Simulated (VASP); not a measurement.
Crystal: TiGe4.

```xyz
5
Lattice="4.6381 0.0000 0.0000 0.0000 4.6381 0.0000 0.0000 0.0000 4.6381" Properties=species:S:1:pos:R:3 pbc="T T T"
Ti    0.0000    0.0000    0.0000
Ge    1.1595    1.1595    1.1595
Ge    3.4785    3.4785    1.1595
Ge    1.1595    3.4785    3.4785
Ge    3.4785    1.1595    3.4785
```

The cell was generated, and may not be a known phase.

* Program: VASP 6.6.1
* Task: relaxation of cell and atoms
* Functional: PBE
* Potentials or basis: VASP PAW PBE potentials, release 64 (Ti_sv, Ge_d)
* Cutoff: 600 eV
* k mesh: 4 × 4 × 4
* Occupations: gaussian, width 0.1 eV
* Spin: no spin polarisation

At the start: pressure 30.9 GPa; volume 19.95 Å³/atom.

Problem. Where does the relaxation end?

Solution. Over 14 steps the energy falls by 1726.7 meV/atom and the volume is 21.95 Å³/atom (+10.0 %); space group P-43m (No. 215, to 0.1 Å) before and after.

The path:
```tsv
step	energy change (eV)	largest force (eV/Å)	pressure (GPa)	volume (Å³)
1	0.0000	9.3220	30.89	99.77
2	-5.8278	0.5466	-10.72	166.28
3	-6.9782	1.5224	-7.89	137.55
4	-6.9882	1.6340	-7.48	136.03
5	-6.9874	1.7968	-6.87	134.04
6	-8.2340	1.3652	-4.26	118.21
7	-8.5995	0.0910	2.74	105.64
8	-8.6159	0.3652	0.67	108.27
9	-8.6180	0.2532	1.14	107.57
10	-8.6169	0.1712	1.53	107.08
11	-8.6288	0.1912	0.61	109.00
12	-8.6295	0.1221	0.78	108.63
13	-8.6326	0.0469	-0.33	110.27
14	-8.6333	0.0034	0.00	109.77
```

Final structure:
```
CELL_PARAMETERS angstrom
4.78802 0.00000 0.00000
0.00000 4.78802 0.00000
0.00000 0.00000 4.78802
ATOMIC_POSITIONS crystal
Ti 0.00000 0.00000 0.00000
Ge 0.30687 0.30687 0.30687
Ge 0.69313 0.69313 0.30687
Ge 0.30687 0.69313 0.69313
Ge 0.69313 0.30687 0.69313
```
